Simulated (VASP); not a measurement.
# Si (P6_3/mmc) in VASP: notebook

Runs on Si. Level: HSE06. Tasks: single point.

Everything below comes from runs of VASP 6.6.1. Logs are shortened: lines on timing, memory, paths and dates and some standing lists are left out, and cuts for length are marked.

## 1. The cell of the first run

It takes space group P6_3/mmc (No. 194, hexagonal). The conventional cell has a = 3.679 Å, b = 3.679 Å, c = 6.436 Å, α = 90.00°, β = 90.00°, γ = 120.00°. Si (site symmetry 3m) has 4 Si at 2.29 to 2.36 Å within 3.0 Å.

This isn't the form of Si at room conditions, which is diamond.

## 2. Single point, HSE06 (epitaxial xy strain -4.0%)

The input, POSCAR:

```
Si
1.0
    3.6788443766      0.0000000000      0.0000000000
   -1.8394221883      3.1859726867      0.0000000000
    0.0000000000      0.0000000000      6.4357401288
Si
4
Direct
    0.3333333333      0.6666666667      0.0044737245
    0.6666666667      0.3333333333      0.5044737245
    0.3333333333      0.6666666667      0.3705262755
    0.6666666667      0.3333333333      0.8705262755
```

The input, INCAR.step1:

```
ALGO = Normal ; EDIFF = 1E-5
ENCUT = 520 ; GGA = PE
ISIF = 2 ; ISMEAR = 0
LASPH = T ; LCHARG = F
LREAL = F ; LWAVE = T
NBANDS = 16 ; NELM = 60
PREC = Accurate ; SIGMA = 0.01
```

The input, INCAR.step2:

```
ALGO = Normal ; EDIFF = 1E-6
ENCUT = 520 ; GGA = PE
HFSCREEN = 0.2079 ; ISIF = 2
ISMEAR = 0 ; ISTART = 1
LASPH = T ; LCHARG = F
LHFCALC = T ; LREAL = F
LWAVE = F ; NBANDS = 16
NELM = 60 ; PREC = Accurate
PRECFOCK = Normal ; SIGMA = 0.01
```

The input, KPOINTS:

```
k-points
0
Gamma
  6 6 4
```

Potentials or basis: VASP PAW PBE potentials, release 64 (Si).

Command:

```console
cat potpaw_PBE.64/Si/POTCAR > POTCAR
cp INCAR.step1 INCAR
mpirun -np 1 vasp_std > vasp.out
cp INCAR.step2 INCAR
mpirun -np 1 vasp_std > vasp.out
```

OUTCAR:

```text
EDIFF = 1E-6
   ENCUT = 520
   GGA = PE
   HFSCREEN = 0.2079
   ISIF = 2
   ISMEAR = 0
   ISTART = 1
   LASPH = T
   LHFCALC = T
   LREAL = F
   NELM = 60
   PREC = Accurate
   PRECFOCK = Normal

 ion  position               nearest neighbor table
   1  0.333  0.667  0.004-   4 2.29   4 2.29   4 2.29   3 2.36
   2  0.667  0.333  0.504-   3 2.29   3 2.29   3 2.29   4 2.36
   3  0.333  0.667  0.371-   2 2.29   2 2.29   2 2.29   1 2.36
   4  0.667  0.333  0.871-   1 2.29   1 2.29   1 2.29   2 2.36

  LATTYP: Found a hexagonal cell.
 ALAT       =     3.6788443766
 C/A-ratio  =     1.7493917845

  Lattice vectors:

 A1 = (   3.6788443766,   0.0000000000,   0.0000000000)
 A2 = (  -1.8394221883,   3.1859726867,   0.0000000000)
 A3 = (   0.0000000000,   0.0000000000,   6.4357401288)

Analysis of symmetry for initial positions (statically):
=====================================================================
 Subroutine PRICEL returns:
 Original cell was already a primitive cell.

 Routine SETGRP: Setting up the symmetry group for a
 hexagonal supercell.

 Subroutine GETGRP returns: Found 24 space group operations
 (whereof  6 operations were pure point group operations)
 out of a pool of 24 trial point group operations.

The static configuration has the point symmetry C_3v.
 The point group associated with its full space group is D_6h.

Analysis of symmetry for dynamics (positions and initial velocities):
=====================================================================
 Subroutine PRICEL returns:
 Original cell was already a primitive cell.

 Routine SETGRP: Setting up the symmetry group for a
 hexagonal supercell.

 Subroutine GETGRP returns: Found 24 space group operations
 (whereof  6 operations were pure point group operations)
 out of a pool of 24 trial point group operations.

The dynamic configuration has the point symmetry C_3v.
 The point group associated with its full space group is D_6h.

 Subroutine INISYM returns: Found 24 space group operations
 (whereof  6 operations are pure point group operations),
 and found     1 'primitive' translations

----------------------------------------------------------------------------------------

                                     Primitive cell

  volume of cell :      75.4314

  direct lattice vectors                    reciprocal lattice vectors
     3.678844377  0.000000000  0.000000000     0.271824491  0.156937943  0.000000000
    -1.839422188  3.185972687  0.000000000     0.000000000  0.313875886  0.000000000
     0.000000000  0.000000000  6.435740129     0.000000000  0.000000000  0.155382284

  length of vectors
     3.678844377  3.678844377  6.435740129     0.313875886  0.313875886  0.155382284

  position of ions in fractional coordinates (direct lattice)
     0.333333333  0.666666667  0.004473725
     0.666666667  0.333333333  0.504473725
     0.333333333  0.666666667  0.370526275
     0.666666667  0.333333333  0.870526275

  ion indices of the primitive-cell ions
   primitive index   ion index
                 1           1
                 2           2
                 3           3
                 4           4

----------------------------------------------------------------------------------------

 KPOINTS: k-points

Automatic generation of k-mesh.
 Grid dimensions read from file:
 generate k-points for:    6    6    4

 Generating k-lattice:

  Cartesian coordinates                     Fractional coordinates (reciprocal lattice)
     0.045304082  0.026156324  0.000000000     0.166666667  0.000000000  0.000000000
     0.000000000  0.052312648  0.000000000     0.000000000  0.166666667  0.000000000
     0.000000000  0.000000000  0.038845571     0.000000000  0.000000000  0.250000000

  Length of vectors
     0.052312648  0.052312648  0.038845571

  Shift w.r.t. Gamma in fractional coordinates (k-lattice)
     0.000000000  0.000000000  0.000000000

 Subroutine IBZKPT returns following result:
 ===========================================

 Found     21 irreducible k-points:

 Following reciprocal coordinates:
            Coordinates               Weight
  0.000000  0.000000  0.000000      1.000000
  0.166667 -0.000000  0.000000      6.000000
  0.333333  0.000000  0.000000      6.000000
  0.500000 -0.000000  0.000000      3.000000
  0.166667  0.166667  0.000000      6.000000
  0.333333  0.166667  0.000000     12.000000
[... 13 lines left out ...]
  0.333333  0.166667  0.500000     12.000000
  0.333333  0.333333  0.500000      2.000000
   k-points           NKPTS =     21   k-points in BZ     NKDIM =    144   number of bands    NBANDS=     16
   number of dos      NEDOS =    301   number of ions     NIONS =      4
   total plane-waves  NPLWV =  37632
   dimension x,y,z NGX =    28 NGY =   28 NGZ =   48
   dimension x,y,z NGXF=    56 NGYF=   56 NGZF=   96
   ions per type =               4
   NGX,Y,Z   is equivalent  to a cutoff of  12.65, 12.65, 12.40 a.u.
   NGXF,Y,Z  is equivalent  to a cutoff of  25.31, 25.31, 24.80 a.u.
 SYSTEM =  unknown system
   PREC   = accura    normal or accurate (medium, high low for compatibility)
   ISTART =      1    job   : 0-new  1-cont  2-samecut
   ICHARG =      0    charge: 1-file 2-atom 10-const
   ISPIN  =      1    spin polarized calculation?
   LNONCOLLINEAR =      F non collinear calculations
   LSORBIT =      F    spin-orbit coupling
   LASPH  =      T    aspherical Exc in radial PAW
   ENCUT  =  520.0 eV  38.22 Ry    6.18 a.u.   6.84  6.84 11.97*2*pi/ulx,y,z
   NELM   =     60;   NELMIN=  2; NELMDL=  0     # of ELM steps
   EDIFF  = 0.1E-05   stopping-criterion for ELM
   LREAL  =      F    real-space projection
   EDIFFG = 0.1E-04   stopping-criterion for IOM
   NSW    =      0    number of steps for IOM
   IBRION =     -1    ionic relax: 0-MD 1-quasi-New 2-CG
   NFREE  =      0    steps in history (QN), initial steepest desc. (CG)
   ISIF   =      2    stress and relaxation
   ISYM   =      3    0-nonsym 1-usesym 2-fastsym
   POTIM  = 0.5000    time-step for ionic-motion
   TEBEG  =    0.0;   TEEND  =   0.0 temperature during run
   PSTRESS=    0.0 pullay stress
   NELECT =      16.0000    total number of electrons
   NUPDOWN=      -1.0000    fix difference up-down
   EMIN   =  10.00;   EMAX   =-10.00  energy-range for DOS
   EFERMI =   0.00;   METHOD = LEGACY
   ISMEAR =     0;   SIGMA  =   0.01  broadening in eV -4-tet -1-fermi 0-gaus
   EFERMI_NEDOS =   21; number of points for ismear=-14 and -15
   IALGO  =     38    algorithm
   IMIX   =      1    mixing-type and parameters
     AMIX     =   0.40;   BMIX     =  1.00
     AMIX_MAG =   1.60;   BMIX_MAG =  1.00
  volume/ion in A,a.u.               =      18.86       127.26
  Fermi-wavevector in a.u.,A,eV,Ry     =   0.976332  1.845000 12.969401  0.953224
  Thomas-Fermi vector in A             =   2.106942
   LORBIT       =      0    0 simple, 1 ext, 2 COOP (PROOUT), +10 PAW based schemes
   GGA     = PE    functional components
   LHFCALC =     T    Hartree Fock is set to
   PRECFOCK=normal    Normal, Fast or Accurate (Low or Medium for compatibility)
   ENCUT4O =  -1.0   cutoff for four orbital integrals eV
   NKREDX  =     1    reduce k-point grid by
   NKREDY  =     1    reduce k-point grid by
   NKREDZ  =     1    reduce k-point grid by
   AEXX    =    0.2500 exact exchange contribution
   HFSCREEN=    0.2079 screening length (either q_TF or 0.3 A-1)
   HFSCREENC=   0.2079 screening length for correlation (either q_TF or 0.3 A-1)
   ENCUTFOCK=  -1.0 apply spherical cutoff to Coloumb kernel
   IVDW    =     0    specifies the selected vdW correction
   LEPSILON=     F    determine dielectric tensor
   LRPA    =     F    only Hartree local field effects (RPA)
 non-spin polarized calculation
 Gauss-broadening in eV      SIGMA  =   0.01
  energy-cutoff  :      520.00
  volume of cell :       75.43
 maximum number of plane-waves:      2048
 NGX is ok and might be reduce to    28
  NGX = 24; NGY = 24; NGZ = 36

 number of electron      16.0000000 magnetization

 Free energy of the ion-electron system (eV)
  ---------------------------------------------------
  ext. energy  EPLUGINS =         0.00000000
  ---------------------------------------------------
  free energy    TOTEN  =       -24.83550538 eV

  energy without entropy =      -24.83550538  energy(sigma->0) =      -24.83550538

 E-fermi :   6.6843     XC(G=0):  -8.0349

 val. band max:        6.6130656612   @ k =   0.0000   0.0000   0.0000
 cond. band min:       7.3636290093   @ k =   0.3333   0.3333   0.0000
 fundamental gap:      0.7505633480
 Fermi energy:         6.6843487044

 k-point     1 :       0.0000    0.0000    0.0000
  band No.  band energies     occupation
      1      -7.6577      2.00000
      2      -5.2504      2.00000
      3      -2.0856      2.00000
      4       5.0639      2.00000
      5       5.0639      2.00000
      6       5.5472      2.00000
[... 8 lines left out ...]
     15      12.0071      0.00000
     16      13.4541      0.00000

 k-point     2 :       0.1667   -0.0000    0.0000
  band No.  band energies     occupation
      1      -7.2639      2.00000
      2      -4.8474      2.00000
      3      -1.8365      2.00000
      4       2.8557      2.00000
      5       4.3773      2.00000
      6       4.5238      2.00000
[... 8 lines left out ...]
     15      12.9775      0.00000
     16      13.1660      0.00000

 k-point     3 :       0.3333    0.0000    0.0000
  band No.  band energies     occupation
      1      -6.1310      2.00000
      2      -3.6789      2.00000
      3      -1.8476      2.00000
      4       0.6917      2.00000
      5       1.4326      2.00000
      6       3.4792      2.00000
[... 8 lines left out ...]
     15      14.7342      0.00000
     16      15.1147      0.00000

 k-point     4 :       0.5000   -0.0000    0.0000
  band No.  band energies     occupation
      1      -4.9210      2.00000
      2      -3.1490      2.00000
      3      -2.3886      2.00000
      4      -0.5595      2.00000
      5       0.9542      2.00000
      6       2.8898      2.00000
[... 8 lines left out ...]
     15      13.1989      0.00000
     16      15.5165      0.00000

 k-point     5 :       0.1667    0.1667    0.0000
  band No.  band energies     occupation
      1      -6.4950      2.00000
      2      -4.0566      2.00000
      3      -1.6209      2.00000
      4       1.3163      2.00000
      5       2.5331      2.00000
      6       2.7167      2.00000
[... 8 lines left out ...]
     15      12.8921      0.00000
     16      14.0109      0.00000

 k-point     6 :       0.3333    0.1667    0.0000
  band No.  band energies     occupation
      1      -5.1068      2.00000
      2      -2.6369      2.00000
      3      -2.6023      2.00000
      4       0.1384      2.00000
      5       0.9456      2.00000
      6       1.8145      2.00000
[... 8 lines left out ...]
     15      13.5859      0.00000
     16      14.1809      0.00000
[... 210 lines left out ...]
 k-point    18 :       0.5000   -0.0000    0.5000
  band No.  band energies     occupation
      1      -4.1658      2.00000
      2      -4.1658      2.00000
      3      -1.9127      2.00000
      4      -1.9127      2.00000
      5       3.3063      2.00000
      6       3.3063      2.00000
[... 8 lines left out ...]
     15      15.3368      0.00000
     16      15.3368      0.00000

 k-point    19 :       0.1667    0.1667    0.5000
  band No.  band energies     occupation
      1      -5.6616      2.00000
      2      -5.6616      2.00000
      3       0.6311      2.00000
      4       0.6311      2.00000
      5       2.9322      2.00000
      6       2.9322      2.00000
[... 8 lines left out ...]
     15      12.9490      0.00000
     16      12.9490      0.00000

 k-point    20 :       0.3333    0.1667    0.5000
  band No.  band energies     occupation
      1      -4.3222      2.00000
      2      -4.3222      2.00000
      3      -1.3243      2.00000
      4      -1.3243      2.00000
      5       2.2976      2.00000
      6       2.2976      2.00000
[... 8 lines left out ...]
     15      14.8649      0.00000
     16      14.8649      0.00000

 k-point    21 :       0.3333    0.3333    0.5000
  band No.  band energies     occupation
      1      -3.4376      2.00000
      2      -3.4376      2.00000
      3      -2.0029      2.00000
      4      -2.0029      2.00000
      5       1.1440      2.00000
      6       1.1440      2.00000
[... 8 lines left out ...]
     15      14.3605      0.00000
     16      14.3605      0.00000

------------------------ aborting loop because EDIFF is reached ----------------------------------------

  FORCE on cell =-STRESS in cart. coord.  units (eV):
  Direction    XX          YY          ZZ          XY          YZ          ZX
  --------------------------------------------------------------------------------------
  -------------------------------------------------------------------------------------
  Total        4.8933925      4.8933925     -0.3825717      0.0000000      0.0000000      0.0000000
  in kB      103.9366397    103.9366397     -8.1259006      0.0000000      0.0000000      0.0000000
  external PRESSURE =      66.5824596 kB  Pullay stress =       0.0000000 kB

 VOLUME and BASIS-vectors are now :
 -----------------------------------------------------------------------------
  energy-cutoff  :      520.00
  volume of cell :       75.43
      direct lattice vectors                 reciprocal lattice vectors
     3.678844377  0.000000000  0.000000000     0.271824491  0.156937943  0.000000000
    -1.839422188  3.185972687  0.000000000     0.000000000  0.313875886  0.000000000
     0.000000000  0.000000000  6.435740129     0.000000000  0.000000000  0.155382284

 POSITION                                       TOTAL-FORCE (eV/Angst)
 -----------------------------------------------------------------------------------
     -0.00000      2.12398      0.02879        -0.000000     -0.000000     -0.032795
      1.83942      1.06199      3.24666         0.000000      0.000000     -0.032795
     -0.00000      2.12398      2.38461        -0.000000      0.000000      0.032795
      1.83942      1.06199      5.60248         0.000000      0.000000      0.032795
 -----------------------------------------------------------------------------------
    total drift:                               -0.000000      0.000000     -0.000001

  FREE ENERGIE OF THE ION-ELECTRON SYSTEM (eV)
  ---------------------------------------------------
  free  energy   TOTEN  =       -24.8355053799 eV

  energy  without entropy=      -24.8355053799  energy(sigma->0) =      -24.83550538
```

Wall time 41 min (1 thread of Oxide Virtual Turin-like, shared host); peak memory 0.28 GiB.

What came out:

| Property | Result |
| --- | --- |
| Free energy | -24.8355 eV |
| Pressure | 6.7 GPa |
| Largest force | 0.033 eV/Å |
| Band gap on the k mesh | 0.75 eV (least direct gap 2.07 eV) |

Forces in eV/Å, atoms in the order of the input:
```
Si   0.000  0.000 -0.033
Si   0.000  0.000 -0.033
Si   0.000  0.000  0.033
Si   0.000  0.000  0.033
```

Stress tensor (GPa, compression positive):
```
10.39  0.00  0.00
 0.00 10.39  0.00
 0.00  0.00 -0.81
```

Levels at points of the mesh, in eV from the valence-band top:
| k point | band 6 | band 7 | band 8 | band 9 | band 10 | band 11 |
| --- | --- | --- | --- | --- | --- | --- |
| (0.00, 0.00, 0.00) | -1.07 | 0.00 | 0.00 | 2.07 | 2.43 | 2.79 |
| (0.50, 0.00, 0.00) | -3.72 | -3.47 | -1.81 | 0.95 | 2.96 | 2.98 |
| (0.00, 0.00, 0.50) | -0.93 | -0.93 | -0.93 | 3.05 | 3.05 | 3.78 |
| (0.50, 0.00, 0.50) | -3.31 | -2.81 | -2.81 | 1.15 | 1.15 | 1.95 |

Caveat: the cell differs from its parent crystal (epitaxial xy strain -4.0%); the stress differs along the axes, from -1 to 10 GPa; the PAW data sets were made with another functional, which shifts forces and pressure a little. A k mesh can miss the band edges.

## 3. Single point, HSE06 (epitaxial xy strain +1.0%)

The input, POSCAR:

```
Si
1.0
    3.8704508546      0.0000000000      0.0000000000
   -1.9352254273      3.3519087641      0.0000000000
    0.0000000000      0.0000000000      6.3234054072
Si
4
Direct
    0.3333333333      0.6666666667     -0.0002296918
    0.6666666667      0.3333333333      0.4997703082
    0.3333333333      0.6666666667      0.3752296918
    0.6666666667      0.3333333333      0.8752296918
```

The input, INCAR.step1:

```
SYSTEM = Si
ALGO = Normal ; EDIFF = 1E-5
ENCUT = 520 ; GGA = PE
ISIF = 2 ; ISMEAR = 0
LASPH = .True. ; LCHARG = .False.
LREAL = .False. ; LWAVE = .True.
NBANDS = 16 ; NELM = 60
PREC = Accurate ; SIGMA = 0.01
```

The input, INCAR.step2:

```
SYSTEM = Si
ALGO = Normal ; EDIFF = 1E-6
ENCUT = 520 ; GGA = PE
HFSCREEN = 0.2079 ; ISIF = 2
ISMEAR = 0 ; ISTART = 1
LASPH = .True. ; LCHARG = .False.
LHFCALC = .True. ; LREAL = .False.
LWAVE = .False. ; NBANDS = 16
NELM = 60 ; PREC = Accurate
PRECFOCK = Normal ; SIGMA = 0.01
```

The input, KPOINTS:

```
k-points
0
Gamma
  6 6 4
  0 0 0
```

Potentials or basis: VASP PAW PBE potentials, release 64 (Si).

Command:

```console
cat potpaw_PBE.64/Si/POTCAR > POTCAR
cp INCAR.step1 INCAR
mpirun -np 1 vasp_std > vasp.out
cp INCAR.step2 INCAR
mpirun -np 1 vasp_std > vasp.out
```

Run time: 80 min. Hardware: 1 thread of Oxide Virtual Turin-like, shared host; peak memory 0.29 GiB.

Results (log left out):

* Free energy: -25.0197 eV
* Pressure: -2.1 GPa
* Largest force: 0.020 eV/Å
* Band gap on the k mesh: 0.98 eV (least direct gap 1.52 eV)

Forces in eV/Å, atoms in the order of the input:
```
Si   0.000  0.000 -0.020
Si   0.000  0.000 -0.020
Si   0.000  0.000  0.020
Si   0.000  0.000  0.020
```

Stress tensor (GPa, compression positive):
```
-2.74  0.00  0.00
 0.00 -2.74  0.00
 0.00  0.00 -0.85
```

Levels at points of the mesh, in eV from the valence-band top:
| k point | band 4 | band 5 | band 6 | band 7 | band 8 | band 9 | band 10 | band 11 | band 12 | band 13 |
| --- | --- | --- | --- | --- | --- | --- | --- | --- | --- | --- |
| (0.00, 0.00, 0.00) | -1.69 | -1.69 | -0.27 | 0.00 | 0.00 | 1.52 | 2.69 | 2.69 | 3.28 | 4.20 |
| (0.50, 0.00, 0.00) | -6.48 | -4.98 | -3.32 | -3.09 | -1.53 | 0.98 | 3.08 | 3.76 | 3.91 | 5.48 |
| (0.00, 0.00, 0.50) | -4.47 | -1.02 | -1.02 | -1.02 | -1.02 | 2.38 | 2.38 | 3.74 | 3.74 | 3.74 |
| (0.50, 0.00, 0.50) | -7.92 | -2.61 | -2.61 | -2.54 | -2.54 | 1.55 | 1.55 | 2.39 | 2.39 | 6.62 |

Caveat: the cell differs from its parent crystal (epitaxial xy strain +1.0%); the PAW data sets were made with another functional, which shifts forces and pressure a little. A k mesh can miss the band edges.
